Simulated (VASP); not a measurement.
# Al in VASP: further runs

Al is run at these levels: PBE; tasks: single point.

All numbers are computed with VASP 6.6.1; they aren't measurements. Logs are shortened: lines on timing, memory, paths and dates and some standing lists are left out, and cuts for length are marked.

### Step 1. The cell of the first run

The cell holds a slab with vacuum, 4 atoms: a = 2.857 Å, b = 4.040 Å, c = 18.285 Å, α = 90.00°, β = 90.00°, γ = 90.00°.

### Step 2. Single point, PBE

The input, INCAR:

```
ALGO = Normal ; DIPOL = 0.5 0.5 0.500
EDIFF = 1E-6 ; ENCUT = 520
GGA = PE ; IDIPOL = 3
ISIF = 2 ; ISMEAR = 0
LASPH = True ; LCHARG = True
LDIPOL = True ; LELF = True
LREAL = False ; LVACPOTAV = True
LVHAR = True ; LWAVE = False
NBANDS = 14 ; NELM = 100
PREC = Accurate ; SIGMA = 0.1
```

The input, KPOINTS:

```
k-points
0
Gamma
  10 7 1
```

The input, POSCAR:

```
Al
1.0
    2.8567582919      0.0000000000      0.0000000000
    0.0000000000      4.0400663209      0.0000000000
    0.0000000000      0.0000000000     18.2851374379
Al
4
Direct
    0.5000000000      0.5000000000      0.3828245767
    0.0000000000      0.0000000000      0.4609415256
    0.5000000000      0.5000000000      0.5414887787
    0.0000000000      0.0000000000      0.6148861988
```

Potentials or basis: VASP PAW PBE potentials, release 64 (Al).

The run is started by

```
cat potpaw_PBE.64/Al/POTCAR > POTCAR
mpirun -np 1 vasp_std > vasp.out
```

OUTCAR:

```text
EDIFF = 1E-6
   ENCUT = 520
   GGA = PE
   ISIF = 2
   ISMEAR = 0
   LASPH = True
   LREAL = False
   NELM = 100
   PREC = Accurate

 ion  position               nearest neighbor table
   1  0.500  0.500  0.383-   2 2.86   2 2.86   2 2.86   2 2.86   3 2.90
   2  0.000  0.000  0.461-   4 2.81   1 2.86   1 2.86   1 2.86   1 2.86   3 2.88   3 2.88   3 2.88
                             3 2.88
   3  0.500  0.500  0.541-   4 2.81   4 2.81   4 2.81   4 2.81   2 2.88   2 2.88   2 2.88   2 2.88
                             1 2.90
   4  0.000  0.000  0.615-   3 2.81   3 2.81   3 2.81   3 2.81   2 2.81

  LATTYP: Found a simple orthorhombic cell.
 ALAT       =     2.8567582919
 B/A-ratio  =     1.4142135624
 C/A-ratio  =     6.4006596182

  Lattice vectors:

 A1 = (   2.8567582919,   0.0000000000,   0.0000000000)
 A2 = (   0.0000000000,   4.0400663209,   0.0000000000)
 A3 = (   0.0000000000,   0.0000000000,  18.2851374379)

Analysis of symmetry for initial positions (statically):
=====================================================================
 Subroutine PRICEL returns:
 Original cell was already a primitive cell.

 Routine SETGRP: Setting up the symmetry group for a
 simple orthorhombic supercell.

 Subroutine GETGRP returns: Found  4 space group operations
 (whereof  4 operations were pure point group operations)
 out of a pool of  8 trial point group operations.

The static configuration has the point symmetry C_2v.

Analysis of symmetry for dynamics (positions and initial velocities):
=====================================================================
 Subroutine PRICEL returns:
 Original cell was already a primitive cell.

 Routine SETGRP: Setting up the symmetry group for a
 simple orthorhombic supercell.

 Subroutine GETGRP returns: Found  4 space group operations
 (whereof  4 operations were pure point group operations)
 out of a pool of  8 trial point group operations.

The dynamic configuration has the point symmetry C_2v.

 Subroutine INISYM returns: Found  4 space group operations
 (whereof  4 operations are pure point group operations),
 and found     1 'primitive' translations

----------------------------------------------------------------------------------------

                                     Primitive cell

  volume of cell :     211.0378

  direct lattice vectors                    reciprocal lattice vectors
     2.856758292  0.000000000  0.000000000     0.350047116  0.000000000  0.000000000
     0.000000000  4.040066321  0.000000000     0.000000000  0.247520689  0.000000000
     0.000000000  0.000000000 18.285137438     0.000000000  0.000000000  0.054689225

  length of vectors
     2.856758292  4.040066321 18.285137438     0.350047116  0.247520689  0.054689225

  position of ions in fractional coordinates (direct lattice)
     0.500000000  0.500000000  0.382824577
     0.000000000  0.000000000  0.460941526
     0.500000000  0.500000000  0.541488779
     0.000000000  0.000000000  0.614886199

  ion indices of the primitive-cell ions
   primitive index   ion index
                 1           1
                 2           2
                 3           3
                 4           4

----------------------------------------------------------------------------------------

 KPOINTS: k-points

Automatic generation of k-mesh.
 Grid dimensions read from file:
 generate k-points for:   10    7    1

 Generating k-lattice:

  Cartesian coordinates                     Fractional coordinates (reciprocal lattice)
     0.035004712  0.000000000  0.000000000     0.100000000  0.000000000  0.000000000
     0.000000000  0.035360098  0.000000000     0.000000000  0.142857143  0.000000000
     0.000000000  0.000000000  0.054689225     0.000000000  0.000000000  1.000000000

  Length of vectors
     0.035004712  0.035360098  0.054689225

  Shift w.r.t. Gamma in fractional coordinates (k-lattice)
     0.000000000  0.000000000  0.000000000

 Subroutine IBZKPT returns following result:
 ===========================================

 Found     24 irreducible k-points:

 Following reciprocal coordinates:
            Coordinates               Weight
  0.000000  0.000000  0.000000      1.000000
  0.100000  0.000000  0.000000      2.000000
  0.200000  0.000000  0.000000      2.000000
  0.300000  0.000000  0.000000      2.000000
  0.400000  0.000000  0.000000      2.000000
  0.500000  0.000000  0.000000      1.000000
[... 16 lines left out ...]
  0.400000  0.428571  0.000000      4.000000
  0.500000  0.428571  0.000000      2.000000
   k-points           NKPTS =     24   k-points in BZ     NKDIM =     24   number of bands    NBANDS=     14
   number of dos      NEDOS =    301   number of ions     NIONS =      4
   total plane-waves  NPLWV = 100800
   dimension x,y,z NGX =    24 NGY =   30 NGZ =  140
   dimension x,y,z NGXF=    48 NGYF=   60 NGZF=  280
   ions per type =               4
   NGX,Y,Z   is equivalent  to a cutoff of  13.97, 12.34, 12.73 a.u.
   NGXF,Y,Z  is equivalent  to a cutoff of  27.93, 24.69, 25.46 a.u.
 SYSTEM =  unknown system
   PREC   = accura    normal or accurate (medium, high low for compatibility)
   ISTART =      0    job   : 0-new  1-cont  2-samecut
   ICHARG =      2    charge: 1-file 2-atom 10-const
   ISPIN  =      1    spin polarized calculation?
   LNONCOLLINEAR =      F non collinear calculations
   LSORBIT =      F    spin-orbit coupling
   LASPH  =      T    aspherical Exc in radial PAW
   ENCUT  =  520.0 eV  38.22 Ry    6.18 a.u.   5.31  7.51 34.00*2*pi/ulx,y,z
   NELM   =    100;   NELMIN=  2; NELMDL= -5     # of ELM steps
   EDIFF  = 0.1E-05   stopping-criterion for ELM
   LREAL  =      F    real-space projection
   EDIFFG = 0.1E-04   stopping-criterion for IOM
   NSW    =      0    number of steps for IOM
   IBRION =     -1    ionic relax: 0-MD 1-quasi-New 2-CG
   NFREE  =      0    steps in history (QN), initial steepest desc. (CG)
   ISIF   =      2    stress and relaxation
   ISYM   =      2    0-nonsym 1-usesym 2-fastsym
   POTIM  = 0.5000    time-step for ionic-motion
   TEBEG  =    0.0;   TEEND  =   0.0 temperature during run
   PSTRESS=    0.0 pullay stress
   NELECT =      12.0000    total number of electrons
   NUPDOWN=      -1.0000    fix difference up-down
   EMIN   =  10.00;   EMAX   =-10.00  energy-range for DOS
   EFERMI =   0.00;   METHOD = LEGACY
   ISMEAR =     0;   SIGMA  =   0.10  broadening in eV -4-tet -1-fermi 0-gaus
   EFERMI_NEDOS =   21; number of points for ismear=-14 and -15
   IALGO  =     38    algorithm
   IMIX   =      4    mixing-type and parameters
     AMIX     =   0.40;   BMIX     =  1.00
     AMIX_MAG =   1.60;   BMIX_MAG =  1.00
  volume/ion in A,a.u.               =      52.76       356.04
  Fermi-wavevector in a.u.,A,eV,Ry     =   0.629528  1.189636  5.392067  0.396306
  Thomas-Fermi vector in A             =   1.691849
   LORBIT       =      0    0 simple, 1 ext, 2 COOP (PROOUT), +10 PAW based schemes
   GGA     = PE    functional components
   LHFCALC =     F    Hartree Fock is set to
   AEXX    =    0.0000 exact exchange contribution
   IVDW    =     0    specifies the selected vdW correction
   LEPSILON=     F    determine dielectric tensor
   LRPA    =     F    only Hartree local field effects (RPA)
 non-spin polarized calculation
 Gauss-broadening in eV      SIGMA  =   0.10
  energy-cutoff  :      520.00
  volume of cell :      211.04
 maximum number of plane-waves:      5715
 NGX is ok and might be reduce to    24
   NGX = 11   NGY = 15   NGZ = 67

 dipolmoment           0.000000      0.000000      0.000037 electrons x Angstroem

 number of electron      12.0000000 magnetization

 dipolmoment           0.000000      0.000000     -0.000378 electrons x Angstroem

 Free energy of the ion-electron system (eV)
  ---------------------------------------------------
  ext. energy  EPLUGINS =         0.00000000
  ---------------------------------------------------
  free energy    TOTEN  =       -13.67934567 eV

  energy without entropy =      -13.66992713  energy(sigma->0) =      -13.67463640

 E-fermi :  -0.2132     XC(G=0):  -4.3184

 val. band max:       -0.2281767831   @ k =   0.5000   0.1429   0.0000
 cond. band min:      -0.2072587234   @ k =   0.5000   0.1429   0.0000
 fundamental gap:      0.0209180597
 Fermi energy:        -0.2131818212

 k-point     1 :       0.0000    0.0000    0.0000
  band No.  band energies     occupation
      1     -10.4642      2.00000
      2      -8.0236      2.00000
      3      -4.7297      2.00000
      4      -2.3212      2.00000
      5      -1.6770      2.00000
      6      -0.7759      2.00000
      7      -0.0086      0.00381
      8       1.0969      0.00000
      9       2.0685      0.00000
     10       3.4649      0.00000
     11       3.5381      0.00000
     12       3.8038      0.00000
     13       5.4297      0.00000
     14       5.6559      0.00000

 k-point     2 :       0.1000    0.0000    0.0000
  band No.  band energies     occupation
      1     -10.2836      2.00000
      2      -7.8446      2.00000
      3      -4.5536      2.00000
      4      -2.1552      2.00000
      5      -1.5123      2.00000
      6      -0.6046      2.00000
      7       0.1572      0.00000
      8       1.2672      0.00000
      9       2.2085      0.00000
     10       3.3496      0.00000
     11       3.6312      0.00000
     12       3.9755      0.00000
     13       3.9837      0.00000
     14       5.5684      0.00000

 k-point     3 :       0.2000    0.0000    0.0000
  band No.  band energies     occupation
      1      -9.7433      2.00000
      2      -7.3095      2.00000
      3      -4.0276      2.00000
      4      -1.6571      2.00000
      5      -1.0667      2.00000
      6      -0.1295      0.23681
      7       0.6545      0.00000
      8       0.8923      0.00000
      9       1.7756      0.00000
     10       2.3176      0.00000
     11       3.6371      0.00000
     12       4.1285      0.00000
     13       4.3395      0.00000
     14       4.5733      0.00000

 k-point     4 :       0.3000    0.0000    0.0000
  band No.  band energies     occupation
      1      -8.8477      2.00000
      2      -6.4242      2.00000
      3      -3.1633      2.00000
      4      -1.9491      2.00000
      5      -0.8260      2.00000
      6       0.0058      0.00196
      7       0.4840      0.00000
      8       0.8290      0.00000
      9       1.4826      0.00000
     10       2.6172      0.00000
     11       3.7602      0.00000
     12       3.8206      0.00000
     13       4.9483      0.00000
     14       5.2496      0.00000

 k-point     5 :       0.4000    0.0000    0.0000
  band No.  band energies     occupation
      1      -7.6046      2.00000
      2      -5.2153      2.00000
      3      -4.0818      2.00000
      4      -2.1516      2.00000
      5      -1.4686      2.00000
      6       0.3384      0.00000
      7       0.9140      0.00000
      8       1.7349      0.00000
      9       2.1203      0.00000
     10       2.6264      0.00000
     11       3.6932      0.00000
[... 276 lines left out ...]
 k-point    22 :       0.3000    0.4286    0.0000
  band No.  band energies     occupation
      1      -7.2313      2.00000
      2      -6.0173      2.00000
      3      -4.7761      2.00000
      4      -3.6612      2.00000
      5      -1.4537      2.00000
      6      -0.6594      2.00000
      7      -0.1491      0.36466
      8       0.8645      0.00000
      9       2.0414      0.00000
     10       2.1187      0.00000
     11       3.1660      0.00000
     12       3.3606      0.00000
     13       5.2409      0.00000
     14       5.4850      0.00000

 k-point    23 :       0.4000    0.4286    0.0000
  band No.  band energies     occupation
      1      -6.0028      2.00000
      2      -4.8011      2.00000
      3      -3.5980      2.00000
      4      -2.4956      2.00000
      5      -2.4834      2.00000
      6      -1.3748      2.00000
      7      -0.2550      1.44610
      8       0.0834      0.00003
      9       0.6328      0.00000
     10       1.0905      0.00000
     11       2.8861      0.00000
     12       3.6597      0.00000
     13       3.9353      0.00000
     14       4.7971      0.00000

 k-point    24 :       0.5000    0.4286    0.0000
  band No.  band energies     occupation
      1      -4.4702      2.00000
      2      -4.4390      2.00000
      3      -3.2606      2.00000
      4      -3.2007      2.00000
      5      -2.0980      2.00000
      6      -2.0795      2.00000
      7      -0.7254      2.00000
      8      -0.6738      2.00000
      9       1.2655      0.00000
     10       1.2798      0.00000
     11       2.2144      0.00000
     12       2.2282      0.00000
     13       5.0817      0.00000
     14       5.1309      0.00000

------------------------ aborting loop because EDIFF is reached ----------------------------------------

  FORCE on cell =-STRESS in cart. coord.  units (eV):
  Direction    XX          YY          ZZ          XY          YZ          ZX
  --------------------------------------------------------------------------------------
  -------------------------------------------------------------------------------------
  Total       -3.2265664     -1.1211312     -0.2521731      0.0000000      0.0000000      0.0000000
  in kB      -24.4957630     -8.5115137     -1.9144725      0.0000000      0.0000000      0.0000000
  external PRESSURE =     -11.6405831 kB  Pullay stress =       0.0000000 kB

 VOLUME and BASIS-vectors are now :
 -----------------------------------------------------------------------------
  energy-cutoff  :      520.00
  volume of cell :      211.04
      direct lattice vectors                 reciprocal lattice vectors
     2.856758292  0.000000000  0.000000000     0.350047116  0.000000000  0.000000000
     0.000000000  4.040066321  0.000000000     0.000000000  0.247520689  0.000000000
     0.000000000  0.000000000 18.285137438     0.000000000  0.000000000  0.054689225

 POSITION                                       TOTAL-FORCE (eV/Angst)
 -----------------------------------------------------------------------------------
      1.42838      2.02003      7.00000         0.000000      0.000000      0.208432
      0.00000      0.00000      8.42838         0.000000      0.000000     -0.223813
      1.42838      2.02003      9.90120         0.000000      0.000000     -0.003323
      0.00000      0.00000     11.24328         0.000000      0.000000      0.018704
 -----------------------------------------------------------------------------------
    total drift:                                0.000000      0.000000     -0.000036

  FREE ENERGIE OF THE ION-ELECTRON SYSTEM (eV)
  ---------------------------------------------------
  free  energy   TOTEN  =       -13.6793456721 eV

  energy  without entropy=      -13.6699271262  energy(sigma->0) =      -13.67463640

 vacuum level on the upper side and lower side of the slab         3.862         3.868
```

Run time: 1.8 min. Hardware: 1 thread of Intel Xeon Platinum 8259CL at 2.50GHz (Skylake/Cascade Lake), shared host; peak memory 0.3 GiB.

What came out:

```
Free energy            : -13.6793 eV
Largest force          : 0.224 eV/Å
Band gap on the k mesh : zero (band 6 reaches 0.34 eV, above the bottom of band 7 at -0.73 eV)
```

Forces on the atoms (eV/Å):
```
Al   0.000  0.000  0.208
Al   0.000  0.000 -0.224
Al   0.000  0.000 -0.003
Al   0.000  0.000  0.019
```

Levels at points of the mesh, in eV from the Fermi level:
| k point | band 4 | band 5 | band 6 | band 7 | band 8 | band 9 |
| --- | --- | --- | --- | --- | --- | --- |
| (0.00, 0.00, 0.00) | -2.11 | -1.46 | -0.56 | 0.20 | 1.31 | 2.28 |
| (0.50, 0.00, 0.00) | -3.39 | -0.16 | -0.14 | 2.02 | 2.07 | 2.94 |

### Step 3. Single point, PBE

This run uses another cell than the first one, of 56.97 Å³/atom, 1.080 times its volume.

The input, INCAR:

```
SYSTEM = Al
PREC = Accurate
ENCUT = 400
EDIFF = 1E-6
ISMEAR = 0
SIGMA = 0.1
LREAL = .FALSE.
LASPH = .TRUE.
NELM = 120
ALGO = Normal
ISIF = 2
LWAVE = .FALSE.
LCHARG = .FALSE.
LDIPOL = .TRUE.
IDIPOL = 3
DIPOL = 0.5 0.5 0.311
GGA = PE
NBANDS = 14
GGA_COMPAT = .FALSE.
NELMDL = -8
```

The input, KPOINTS:

```
Automatic mesh
0
G
  9 7 1
  0 0 0
```

The input, POSCAR:

```
Al
1.0
    2.8567582919      0.0000000000      0.0000000000
    0.0000000000      4.0400663209      0.0000000000
    0.0000000000      0.0000000000     19.7432786534
Al
4
Direct
    0.5000000000      0.5000000000      0.2026005949
    0.0000000000      0.0000000000      0.2749482111
    0.5000000000      0.5000000000      0.3495466412
    0.0000000000      0.0000000000      0.4175232897
```

Potentials or basis: VASP PAW PBE potentials, release 64 (Al).

The run is started by

```
cat potpaw_PBE.64/Al/POTCAR > POTCAR
mpirun -np 1 vasp_std > vasp.out
```

Run time: 65 s. Hardware: 1 thread of Intel Xeon 6975P-C, shared host; peak memory 0.26 GiB.

Results (log left out):

```yaml
Free_energy: -13.6833 eV
Largest_force: 0.214 eV/Å
Band_gap_on_the_k_mesh: zero (band 6 reaches 0.25 eV, above the bottom of band 7 at -1.05 eV)
```

Forces in eV/Å, atoms in the order of the input:
```
Al   0.000  0.000  0.214
Al   0.000  0.000 -0.140
Al   0.000  0.000 -0.059
Al   0.000  0.000 -0.015
```

Levels at points of the mesh, in eV from the Fermi level:
```tsv
k point	band 3	band 4	band 5	band 6	band 7	band 8	band 9	band 10
(0.00, 0.00, 0.00)	-4.51	-2.08	-1.45	-0.54	0.21	1.32	2.29	3.69
```
